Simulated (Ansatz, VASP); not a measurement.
## TaN in VASP and in Ansatz

Contents of INCAR:

```
SYSTEM = TaN
PREC     = Accurate       ! precision mode
ENCUT    = 600            ! plane-wave cutoff, eV
EDIFF    = 1E-6           ! SCF threshold, eV
ISMEAR   = 0              ! smearing method
SIGMA    = 0.15           ! smearing width, eV
LREAL    = .FALSE.        ! projectors in reciprocal space
LASPH    = .TRUE.         ! aspherical terms in the spheres
NELM     = 120            ! most SCF steps
ALGO     = Normal         ! electronic algorithm
ISIF     = 2              ! what is computed and relaxed
LWAVE    = .FALSE.        ! write WAVECAR
LCHARG   = .FALSE.        ! write CHGCAR
GGA      = PS             ! functional
NBANDS   = 16             ! bands
GGA_COMPAT= .FALSE.
```

Contents of KPOINTS:

```
regular mesh
0
G
  20 20 20
  0 0 0
```

File POSCAR:

```
TaN
1.0
    0.5311413630      2.4743414714      2.4743414714
    2.4743414714      0.5311413630      2.4743414714
    2.4743414714      2.4743414714      0.5311413630
Ta N
1 1
Direct
    0.5000000000      0.5000000000      0.5000000000
    0.0000000000      0.0000000000      0.0000000000
```

Input for Ansatz:

```yaml
crystal:
  lattice:
    - [0.531141363, 2.4743414714, 2.4743414714]
    - [2.4743414714, 0.531141363, 2.4743414714]
    - [2.4743414714, 2.4743414714, 0.531141363]
  atoms:
    - { symbol: Ta, position: [0.5, 0.5, 0.5] }
    - { symbol: "N", position: [0.0, 0.0, 0.0] }
basis:
  ecutwfc: 420
kpoints:
  mp_grid: { grid: [20, 20, 20] }
hamiltonian:
  xc: pbesol
scf:
  occupations: { method: gaussian, width: 0.15 }
output:
  forces: true
  stress: true
  eigenvalues: true
```

Alike in both runs: task single point; functional PBEsol; k mesh 20 × 20 × 20; occupations gaussian, width 0.15 eV; no spin polarisation.

```csv
,VASP,Ansatz
version,VASP 6.6.1,Ansatz 0.2.0
potentials or method,"VASP PAW PBE potentials, release 64 (Ta_sv_GW, N), cutoff 600 eV","scalar-relativistic, plane waves, PAW"
valence electrons in the cell,18,18
```

Ansatz gave:

- gap on the k mesh at the Fermi level (eV): none
- pressure (GPa): 8.1
- traceless stress, the component that is largest in VASP (GPa): -27.74

**Question.** What did VASP give for the same quantities?

**Answer.** gap on the k mesh at the Fermi level (eV): none; pressure (GPa): 8.1; traceless stress, the component that is largest in VASP (GPa): -27.64.

VASP's potentials were made for PBE, not for PBEsol. A gap of «none» marks a metal or a gap that the smearing closes. The functional is the same, so the differences come from potentials, cutoffs and numerics.

Spin-orbit coupling is off throughout.
